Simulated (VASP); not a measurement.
# Si7Ge: single point with PBEsol

Crystal: Si7Ge.

```
CELL_PARAMETERS angstrom
5.15072 0.00000 0.00000
0.00000 5.15072 0.00000
0.00000 0.00000 5.15072
ATOMIC_POSITIONS crystal
Si 0.25260 0.25260 0.25260
Si 0.00000 0.50000 0.50000
Si 0.50000 0.50000 0.00000
Si 0.50000 0.00000 0.50000
Si 0.74740 0.25260 0.74740
Si 0.74740 0.74740 0.25260
Si 0.25260 0.74740 0.74740
Ge 0.00000 0.00000 0.00000
```

| Quantity | Value |
| --- | --- |
| Program | VASP 6.6.1 |
| Task | single point |
| Functional | PBEsol |
| Potentials or basis | VASP PAW PBE potentials, release 64 (Si, Ge_d) |
| Cutoff | 520 eV |
| k mesh | 8 × 8 × 8 |
| Occupations | gaussian, width 0.03 eV |
| Spin | no spin polarisation |

The pressure is 22.9 GPa, the largest force is 0.019 eV/Å and the band gap on the k mesh is zero (filled and empty bands touch).

Forces on the atoms (eV/Å):
```
Si  -0.011 -0.011 -0.011
Si   0.000  0.000  0.000
Si   0.000  0.000  0.000
Si   0.000  0.000  0.000
Si   0.011 -0.011  0.011
Si   0.011  0.011 -0.011
Si  -0.011  0.011  0.011
Ge   0.000  0.000  0.000
```

Levels at points of the mesh, in eV from the Fermi level:
```
           k point  band 17  band 18  band 19  band 20  band 21  band 22  band 23  band 24  band 25  band 26
(0.00, 0.00, 0.00)    -3.37    -3.37    -0.13    -0.01    -0.01    -0.01     0.36     0.36     0.36     0.37
(0.50, 0.00, 0.00)    -3.50    -2.31    -2.31    -2.20    -2.20     0.76     0.95     2.90     2.94     4.13
(0.50, 0.50, 0.00)    -4.50    -1.68    -1.53    -1.49    -1.49     2.29     2.29     2.48     2.56     4.98
(0.50, 0.50, 0.50)    -1.42    -1.42    -1.25    -1.25    -1.25     1.57     2.08     2.08     2.08     3.06
```

It took 2.1 min on 1 thread of Intel(R) Xeon(R) 6975P-C (Granite Rapids) (shared host), peak memory 0.31 GiB.

Caveat: the cell stands under pressure; semilocal functionals underestimate gaps, and a narrow one can read as zero; the PAW data sets were made with another functional, which shifts forces and pressure a little.
